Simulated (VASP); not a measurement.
# Ti in VASP: a series of runs, part 2 of 2

VASP 6.6.1. The steps go on from the part before.

## (3) Single point, PBEsol

File INCAR:

```
  PREC = Accurate
  ENCUT = 450
  EDIFF = 1E-6
  ISMEAR = 0
  SIGMA = 0.1
  LREAL = F
  LASPH = T
  NELM = 300
  ALGO = Normal
  ISIF = 2
  LWAVE = F
  LCHARG = F
  LDIPOL = T
  IDIPOL = 3
  DIPOL = 0.5 0.5 0.500
  GGA = PS
  NBANDS = 71
  GGA_COMPAT = F
  NELMDL = -8
  AMIX = 0.1
  BMIX = 1E-4
  AMIX_MAG = 0.4
  BMIX_MAG = 1E-4
  KPAR = 4
```

File KPOINTS:

```
regular mesh
0
Gamma
  9 9 1
```

File POSCAR:

```
Ti
1.0
    4.5152900626      0.0000000000      0.0000000000
   -2.2576450313      3.9103558997      0.0000000000
    0.0000000000      0.0000000000     23.3963809492
Ti
10
Direct
    0.0000000000      0.0000000000      0.3272991652
    0.3333333333      0.6666666667      0.3813800536
    0.6666666667      0.3333333333      0.3813800536
    0.0000000000      0.0000000000      0.4395898770
    0.3333333333      0.6666666667      0.4999999988
    0.6666666667      0.3333333333      0.4999999988
    0.0000000000      0.0000000000      0.5604101209
    0.3333333333      0.6666666667      0.6186199486
    0.6666666667      0.3333333333      0.6186199486
    0.0000000000      0.0000000000      0.6727008348
```

Potentials or basis: VASP PAW PBE potentials, release 64 (Ti_sv).

On the command line:

```bash
$ cat potpaw_PBE.64/Ti_sv/POTCAR > POTCAR
$ mpirun -np 4 vasp_std > vasp.out
```

OUTCAR:

```text
PREC = Accurate
   ENCUT = 450
   EDIFF = 1E-6
   ISMEAR = 0
   LREAL = F
   LASPH = T
   NELM = 300
   ISIF = 2
   GGA = PS
   NELMDL = -8
   AMIX = 0.1
   AMIX_MAG = 0.4

 ion  position               nearest neighbor table
   1  0.000  0.000  0.327-   4 2.63   3 2.90   2 2.90   3 2.90   2 2.90   3 2.90   2 2.90
   2  0.333  0.667  0.381-   3 2.61   3 2.61   3 2.61   5 2.78   1 2.90   1 2.90   1 2.90
   3  0.667  0.333  0.381-   2 2.61   2 2.61   2 2.61   6 2.78   1 2.90   1 2.90   1 2.90
   4  0.000  0.000  0.440-   1 2.63   7 2.83
   5  0.333  0.667  0.500-   6 2.61   6 2.61   6 2.61   2 2.78   8 2.78
   6  0.667  0.333  0.500-   5 2.61   5 2.61   5 2.61   3 2.78   9 2.78
   7  0.000  0.000  0.560-  10 2.63   4 2.83
   8  0.333  0.667  0.619-   9 2.61   9 2.61   9 2.61   5 2.78  10 2.90  10 2.90  10 2.90
   9  0.667  0.333  0.619-   8 2.61   8 2.61   8 2.61   6 2.78  10 2.90  10 2.90  10 2.90
  10  0.000  0.000  0.673-   7 2.63   8 2.90   9 2.90   9 2.90   8 2.90   9 2.90   8 2.90

  LATTYP: Found a hexagonal cell.
 ALAT       =     4.5152900626
 C/A-ratio  =     5.1815898037

  Lattice vectors:

 A1 = (   4.5152900626,   0.0000000000,   0.0000000000)
 A2 = (  -2.2576450313,   3.9103558997,   0.0000000000)
 A3 = (   0.0000000000,   0.0000000000,  23.3963809492)

Analysis of symmetry for initial positions (statically):
=====================================================================
 Subroutine PRICEL returns:
 Original cell was already a primitive cell.

 Routine SETGRP: Setting up the symmetry group for a
 hexagonal supercell.

 Subroutine GETGRP returns: Found 24 space group operations
 (whereof 24 operations were pure point group operations)
 out of a pool of 24 trial point group operations.

The static configuration has the point symmetry D_6h.

Analysis of symmetry for dynamics (positions and initial velocities):
=====================================================================
 Subroutine PRICEL returns:
 Original cell was already a primitive cell.
[... 147 lines left out ...]
 NGX is ok and might be reduce to    32
   NGX = 15   NGY = 15   NGZ = 81

 dipolmoment           0.000000      0.000000     -0.000000 electrons x Angstroem

 number of electron     120.0000002 magnetization

 dipolmoment           0.000000      0.000000      0.000000 electrons x Angstroem

 Free energy of the ion-electron system (eV)
  ---------------------------------------------------
  ext. energy  EPLUGINS =         0.00000000
  ---------------------------------------------------
  free energy    TOTEN  =       -79.01779984 eV

  energy without entropy =      -78.97291344  energy(sigma->0) =      -78.99535664

 E-fermi :   1.4753     XC(G=0):  -5.6268

 val. band max:        1.4526600155   @ k =   0.3333   0.3333   0.0000
 cond. band min:       1.5331447915   @ k =   0.3333   0.0000   0.0000
 fundamental gap:      0.0804847759
 Fermi energy:         1.4752852404

 k-point     1 :       0.0000    0.0000    0.0000
  band No.  band energies     occupation
      1     -55.3693      2.00000
      2     -55.3690      2.00000
      3     -55.0348      2.00000
      4     -54.9982      2.00000
      5     -54.9181      2.00000
      6     -54.9130      2.00000
[... 877 lines left out ...]
     70       2.2742      0.00000
     71       2.2742      0.00000

------------------------ aborting loop because EDIFF is reached ----------------------------------------

 vacuum level on the upper side and lower side of the slab       (xc-potential included)        -0.126        -0.126

  FORCE on cell =-STRESS in cart. coord.  units (eV):
  Direction    XX          YY          ZZ          XY          YZ          ZX
  --------------------------------------------------------------------------------------
  -------------------------------------------------------------------------------------
  Total       -4.6736375     -4.6736375     -0.5574737      0.0000000      0.0000000      0.0000000
  in kB      -18.1265428    -18.1265429     -2.1621425      0.0000000      0.0000000      0.0000000
  external PRESSURE =     -12.8050761 kB  Pullay stress =       0.0000000 kB

 VOLUME and BASIS-vectors are now :
 -----------------------------------------------------------------------------
  energy-cutoff  :      450.00
  volume of cell :      413.10
      direct lattice vectors                 reciprocal lattice vectors
     4.515290063  0.000000000  0.000000000     0.221469714  0.127865599  0.000000000
    -2.257645031  3.910355900  0.000000000     0.000000000  0.255731198  0.000000000
     0.000000000  0.000000000 23.396380949     0.000000000  0.000000000  0.042741653

 POSITION                                       TOTAL-FORCE (eV/Angst)
 -----------------------------------------------------------------------------------
      0.00000      0.00000      7.65762         0.000000     -0.000000      0.012242
     -0.00000      2.60690      8.92291         0.000000     -0.000000     -0.001054
      2.25765      1.30345      8.92291        -0.000000      0.000000     -0.001054
      0.00000      0.00000     10.28481         0.000000     -0.000000     -0.001094
     -0.00000      2.60690     11.69819        -0.000000     -0.000000      0.000000
      2.25765      1.30345     11.69819         0.000000      0.000000      0.000000
      0.00000      0.00000     13.11157         0.000000     -0.000000      0.001094
     -0.00000      2.60690     14.47347        -0.000000     -0.000000      0.001054
      2.25765      1.30345     14.47347        -0.000000      0.000000      0.001054
      0.00000      0.00000     15.73876         0.000000      0.000000     -0.012242
 -----------------------------------------------------------------------------------
    total drift:                                0.000000     -0.000000     -0.000008

  FREE ENERGIE OF THE ION-ELECTRON SYSTEM (eV)
  ---------------------------------------------------
  free  energy   TOTEN  =       -79.0177998448 eV

  energy  without entropy=      -78.9729134374  energy(sigma->0) =      -78.99535664

 vacuum level on the upper side and lower side of the slab         4.758         4.758
```

OSZICAR:

```text
N       E                     dE             d eps       ncg     rms          rms(c)
DAV:   1     0.150864883140E+04    0.15086E+04   -0.62170E+04  1960   0.162E+03
DAV:   2     0.132317197790E+03   -0.13763E+04   -0.13557E+04  1733   0.543E+02
DAV:   3    -0.488538318621E+02   -0.18117E+03   -0.17564E+03  2809   0.175E+02
[... 23 lines left out ...]
DAV:  27    -0.790177879863E+02   -0.13686E-05   -0.46978E-05  2401   0.433E-02    0.967E-02
DAV:  28    -0.790177949493E+02   -0.69630E-05   -0.31751E-05  2480   0.318E-02    0.728E-02
DAV:  29    -0.790178021369E+02   -0.71875E-05   -0.19804E-05  2216   0.337E-02    0.524E-02
DAV:  30    -0.790178003034E+02    0.18334E-05   -0.46043E-06  1848   0.129E-02    0.460E-02
DAV:  31    -0.790177998448E+02    0.45863E-06   -0.39941E-06  1784   0.115E-02
   1 F= -.79017800E+02 E0= -.78995357E+02  d E =-.448864E-01
```

stdout:

```text
POSCAR found type information on POSCAR Ti
 POSCAR found :  1 types and      10 ions
 scaLAPACK will be used
 -----------------------------------------------------------------------------
|                                                                             |
|                                                                             |
|     You enforced a specific xc type in the INCAR file but a different       |
|     I HOPE YOU KNOW WHAT YOU ARE DOING!                                     |
|                                                                             |
 -----------------------------------------------------------------------------

 LDA part: xc-table for (Slater+PW92), standard interpolation
 POSCAR, INCAR and KPOINTS ok, starting setup
 FFT: planning ... GRIDC
 FFT: planning ... GRID_SOFT
 FFT: planning ... GRID
 WAVECAR not read
 entering main loop
```

Run time: 2.3 min. Hardware: 4 MPI ranks of Intel Xeon 6975P-C (Granite Rapids), shared host; peak memory 0.52 GiB.

What came out:

```
Free energy            : -79.0178 eV
Largest force          : 0.012 eV/Å
Band gap on the k mesh : zero (bands 60 and 61 overlap by 0.56 eV)
```

Forces on the atoms (eV/Å):
```
Ti   0.000  0.000  0.012
Ti   0.000  0.000 -0.001
Ti   0.000  0.000 -0.001
Ti   0.000  0.000 -0.001
Ti   0.000  0.000  0.000
Ti   0.000  0.000  0.000
Ti   0.000  0.000  0.001
Ti   0.000  0.000  0.001
Ti   0.000  0.000  0.001
Ti   0.000  0.000 -0.012
```

Caveat: the PAW data sets were made with another functional, which shifts forces and pressure a little.

The gap in the log of VASP goes by the Fermi energy; the results here count the filled bands.